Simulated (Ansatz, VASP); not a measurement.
B3As2: VASP beside Ansatz

```
CELL_PARAMETERS angstrom
1.56788 0.90522 7.26792
-1.56788 0.90522 7.26792
0.00000 -1.81043 7.26792
ATOMIC_POSITIONS crystal
B 0.00000 0.00000 0.00000
B 0.20950 0.20950 0.20950
B 0.79050 0.79050 0.79050
As 0.40000 0.40000 0.40000
As 0.60000 0.60000 0.60000
```

Alike in both runs: task single point; functional PBE; k mesh 6 × 6 × 6; occupations gaussian, width 0.1 eV; no spin polarisation.

|  | VASP | Ansatz |
| --- | --- | --- |
| version | VASP 6.6.1 | Ansatz 0.2.0 |
| potentials or method | VASP PAW PBE potentials, release 64 (B, As), cutoff 520 eV | scalar-relativistic, plane waves, PAW |
| valence electrons in the cell | 19 | 39 |

Ansatz gave:

| Property | Result |
| --- | --- |
| gap on the k mesh at the Fermi level (eV) | none |
| pressure (GPa) | -3.9 |
| traceless stress, the component that is largest in VASP (GPa) | -12.30 |
| rms of the force components (eV/Å) | 0.381 |

Question: Estimate VASP's values.

Answer: gap on the k mesh at the Fermi level (eV): none; pressure (GPa): -3.5; traceless stress, the component that is largest in VASP (GPa): -12.33; rms of the force components (eV/Å): 0.391.

Atom by atom the forces differ by 0.014 eV/Å (rms over components). A gap of «none» marks a metal or a gap that the smearing closes. The functional is the same, so the differences come from potentials, cutoffs and numerics. VASP's potentials hold 19 valence electrons a cell and Ansatz's 39, so a difference there can come from the potentials and not from the codes.

The k mesh is coarse, so the values compare programs but aren't converged.
